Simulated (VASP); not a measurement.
# SnS3 (P4/mmm) in VASP: relaxation of cell and atoms with PBE

Aim: the relaxation of cell and atoms of SnS3 with PBE.

Everything below comes from runs of VASP 6.6.1. Logs are shortened: lines on timing, memory, paths and dates and some standing lists are left out, and cuts for length are marked.

## 1. The cell of the first run

Symmetry: P4/mmm, No. 123, tetragonal system. The conventional cell has a = 3.347 Å, b = 3.347 Å, c = 6.682 Å, α = 90.00°, β = 90.00°, γ = 90.00°. Within 3.8 Å of Sn (site symmetry 4/mmm) lie 10 S at 2.91 to 3.34 Å and 4 Sn at 3.35 Å. Within 3.8 Å of S (site symmetry 4mm) lie 10 S at 2.89 to 3.37 Å and 4 Sn at 2.91 Å. S (site symmetry 4/mmm) has 12 S at 2.89 to 3.35 Å and 2 Sn at 3.34 Å within 3.8 Å.

## 2. Relaxation of cell and atoms, PBE

INCAR

```
  PREC = Accurate
  ENCUT = 600
  EDIFF = 1E-6
  ISMEAR = 0
  SIGMA = 0.1
  LREAL = F
  LASPH = T
  NELM = 80
  ALGO = Normal
  ISIF = 3
  LWAVE = F
  LCHARG = F
  GGA = PE
  IBRION = 2
  NSW = 100
  EDIFFG = -0.01
```

KPOINTS

```
Automatic mesh
0
Gamma
  14 14 8
```

POSCAR

```
SnS3
1.0
    3.3467871185      0.0000000000      0.0000000000
    0.0000000000      3.3467871185      0.0000000000
    0.0000000000      0.0000000000      6.6823455360
Sn S
1 3
Direct
    0.0000000000      0.0000000000      0.0000000000
    0.5000000000      0.5000000000      0.2523929100
    0.5000000000      0.5000000000      0.7476070900
    0.0000000000      0.0000000000      0.5000000000
```

Potentials or basis: VASP PAW PBE potentials, release 64 (Sn_d, S).

Started as:

```console
cat potpaw_PBE.64/Sn_d/POTCAR potpaw_PBE.64/S/POTCAR > POTCAR
mpirun -np 1 vasp_std > vasp.out
```

OUTCAR:

```text
PREC = Accurate
   ENCUT = 600
   EDIFF = 1E-6
   ISMEAR = 0
   LREAL = F
   LASPH = T
   NELM = 80
   ISIF = 3
   GGA = PE
   IBRION = 2
   NSW = 100
   EDIFFG = -0.01

 ion  position               nearest neighbor table
   1  0.000  0.000  0.000-   2 2.91   3 2.91   2 2.91   3 2.91   2 2.91   3 2.91   2 2.91   3 2.91

   2  0.500  0.500  0.252-   1 2.91   1 2.91   1 2.91   1 2.91
   3  0.500  0.500  0.748-   1 2.91   1 2.91   1 2.91   1 2.91
   4  0.000  0.000  0.500-

  LATTYP: Found a simple tetragonal cell.
 ALAT       =     3.3467871185
 C/A-ratio  =     1.9966449312

  Lattice vectors:

 A1 = (   3.3467871185,   0.0000000000,   0.0000000000)
 A2 = (   0.0000000000,   3.3467871185,   0.0000000000)
 A3 = (   0.0000000000,   0.0000000000,   6.6823455360)

Analysis of symmetry for initial positions (statically):
=====================================================================
 Subroutine PRICEL returns:
 Original cell was already a primitive cell.

 Routine SETGRP: Setting up the symmetry group for a
 simple tetragonal supercell.

 Subroutine GETGRP returns: Found 16 space group operations
 (whereof 16 operations were pure point group operations)
 out of a pool of 16 trial point group operations.

The static configuration has the point symmetry D_4h.

Analysis of symmetry for dynamics (positions and initial velocities):
=====================================================================
 Subroutine PRICEL returns:
 Original cell was already a primitive cell.

 Routine SETGRP: Setting up the symmetry group for a
 simple tetragonal supercell.

 Subroutine GETGRP returns: Found 16 space group operations
 (whereof 16 operations were pure point group operations)
 out of a pool of 16 trial point group operations.

The dynamic configuration has the point symmetry D_4h.

 Subroutine INISYM returns: Found 16 space group operations
 (whereof 16 operations are pure point group operations),
 and found     1 'primitive' translations

----------------------------------------------------------------------------------------

                                     Primitive cell

  volume of cell :      74.8488

  direct lattice vectors                    reciprocal lattice vectors
     3.346787118  0.000000000  0.000000000     0.298794027  0.000000000  0.000000000
     0.000000000  3.346787118  0.000000000     0.000000000  0.298794027  0.000000000
     0.000000000  0.000000000  6.682345536     0.000000000  0.000000000  0.149648053
[... 97 lines left out ...]
   TEBEG  =    0.0;   TEEND  =   0.0 temperature during run
   PSTRESS=    0.0 pullay stress
   NELECT =      32.0000    total number of electrons
   NUPDOWN=      -1.0000    fix difference up-down
   EMIN   =  10.00;   EMAX   =-10.00  energy-range for DOS
   EFERMI =   0.00;   METHOD = LEGACY
   ISMEAR =     0;   SIGMA  =   0.10  broadening in eV -4-tet -1-fermi 0-gaus
   EFERMI_NEDOS =   21; number of points for ismear=-14 and -15
   IALGO  =     38    algorithm
   IMIX   =      4    mixing-type and parameters
     AMIX     =   0.40;   BMIX     =  1.00
     AMIX_MAG =   1.60;   BMIX_MAG =  1.00
  volume/ion in A,a.u.               =      18.71       126.28
  Fermi-wavevector in a.u.,A,eV,Ry     =   1.233284  2.330569 20.694320  1.520990
  Thomas-Fermi vector in A             =   2.368020
   LORBIT       =      0    0 simple, 1 ext, 2 COOP (PROOUT), +10 PAW based schemes
   GGA     = PE    functional components
   LHFCALC =     F    Hartree Fock is set to
   AEXX    =    0.0000 exact exchange contribution
   IVDW    =     0    specifies the selected vdW correction
   LEPSILON=     F    determine dielectric tensor
   LRPA    =     F    only Hartree local field effects (RPA)
 conjugate gradient relaxation of ions
 non-spin polarized calculation
 Gauss-broadening in eV      SIGMA  =   0.10
  energy-cutoff  :      600.00
  volume of cell :       74.85
 maximum number of plane-waves:      2538
 NGX is ok and might be reduce to    28
   NGX = 13   NGY = 13   NGZ = 27

--------------------------------------- Ionic step        1  -------------------------------------------

 number of electron      32.0000003 magnetization

 Free energy of the ion-electron system (eV)
  ---------------------------------------------------
  ext. energy  EPLUGINS =         0.00000000
  ---------------------------------------------------
  free energy    TOTEN  =       -13.98586438 eV

  energy without entropy =      -13.97411745  energy(sigma->0) =      -13.97999092

------------------------ aborting loop because EDIFF is reached ----------------------------------------

  FORCE on cell =-STRESS in cart. coord.  units (eV):
  Direction    XX          YY          ZZ          XY          YZ          ZX
  --------------------------------------------------------------------------------------
  -------------------------------------------------------------------------------------
  Total        0.2298298      0.2298298     -0.3498874      0.0000000      0.0000000      0.0000000
  in kB        4.9196221      4.9196221     -7.4895155      0.0000000      0.0000000      0.0000000
  external PRESSURE =       0.7832429 kB  Pullay stress =       0.0000000 kB
[... 215 lines left out ...]
--------------------------------------- Ionic step        7  -------------------------------------------

 number of electron      32.0000004 magnetization

 Free energy of the ion-electron system (eV)
  ---------------------------------------------------
  ext. energy  EPLUGINS =         0.00000000
  ---------------------------------------------------
  free energy    TOTEN  =       -13.98875755 eV

  energy without entropy =      -13.97639039  energy(sigma->0) =      -13.98257397

 E-fermi :   7.2716     XC(G=0): -10.8152

 val. band max:        7.2557610904   @ k =   0.2857   0.2143   0.0000
 cond. band min:       7.2792365860   @ k =   0.2857   0.2857   0.3750
 fundamental gap:      0.0234754956
 Fermi energy:         7.2715639854

 k-point     1 :       0.0000    0.0000    0.0000
  band No.  band energies     occupation
      1     -14.2851      2.00000
      2     -14.2068      2.00000
      3     -14.1377      2.00000
      4     -14.1377      2.00000
      5     -14.1118      2.00000
      6      -7.8421      2.00000
[... 541 lines left out ...]
     19      10.5658      0.00000
     20      11.1207      0.00000

 [... further k-points ...]

------------------------ aborting loop because EDIFF is reached ----------------------------------------

  FORCE on cell =-STRESS in cart. coord.  units (eV):
  Direction    XX          YY          ZZ          XY          YZ          ZX
  --------------------------------------------------------------------------------------
  -------------------------------------------------------------------------------------
  Total       -0.0067935     -0.0067935     -0.0027386      0.0000000      0.0000000      0.0000000
  in kB       -0.1450778     -0.1450778     -0.0584842      0.0000000      0.0000000      0.0000000
  external PRESSURE =      -0.1162132 kB  Pullay stress =       0.0000000 kB
[... 19 lines left out ...]
  FREE ENERGIE OF THE ION-ELECTRON SYSTEM (eV)
  ---------------------------------------------------
  free  energy   TOTEN  =       -13.9887575465 eV

  energy  without entropy=      -13.9763903889  energy(sigma->0) =      -13.98257397

 reached required accuracy - stopping structural energy minimisation
```

Run time: 12 min. Hardware: 1 thread of Intel Xeon Platinum 8559C (Emerald Rapids), shared host; peak memory 0.44 GiB.

Results:

| Quantity | Value |
| --- | --- |
| Free energy | -13.9888 eV |
| Relaxed volume | 18.76 Å³/atom |
| Relaxed cell | a = 3.362 Å, b = 3.362 Å, c = 6.638 Å, α = 90.00°, β = 90.00°, γ = 90.00° |
| Space group after relaxing (to 0.05 Å) | P4/mmm (No. 123) |
| Energy gained by relaxing | 0.7 meV/atom |
| Ionic steps | 7 |
| Pressure after relaxing | 0.0 GPa |
| Largest force after relaxing | 0.005 eV/Å |
| Band gap on the k mesh | zero (band 16 reaches 8.53 eV, above the bottom of band 17 at 4.76 eV) |

Forces on the atoms (eV/Å):
```
Sn   0.000  0.000  0.000
S    0.000  0.000 -0.005
S    0.000  0.000  0.005
S    0.000  0.000  0.000
```

Step by step:
| step | energy change (eV) | largest force (eV/Å) | pressure (GPa) | volume (Å³) |
| --- | --- | --- | --- | --- |
| 1 | 0.0000 | 0.0439 | 0.08 | 74.85 |
| 2 | -0.0020 | 0.0424 | -0.01 | 74.95 |
| 3 | -0.0023 | 0.0432 | -0.07 | 75.01 |
| 4 | -0.0025 | 0.0328 | 0.06 | 74.91 |
| 5 | -0.0026 | 0.0237 | 0.16 | 74.83 |
| 6 | -0.0027 | 0.0180 | 0.09 | 74.89 |
| 7 | -0.0029 | 0.0051 | -0.01 | 75.02 |

Final structure:
```
Sn S
1.0
     3.36191    0.00000    0.00000
     0.00000    3.36191    0.00000
     0.00000    0.00000    6.63789
Sn S
1 3
Direct
  0.00000 0.00000 0.00000
  0.50000 0.50000 0.25016
  0.50000 0.50000 0.74984
  0.00000 0.00000 0.50000
```

Caveat: spin-orbit coupling is left out, which moves the levels of the heavy elements.
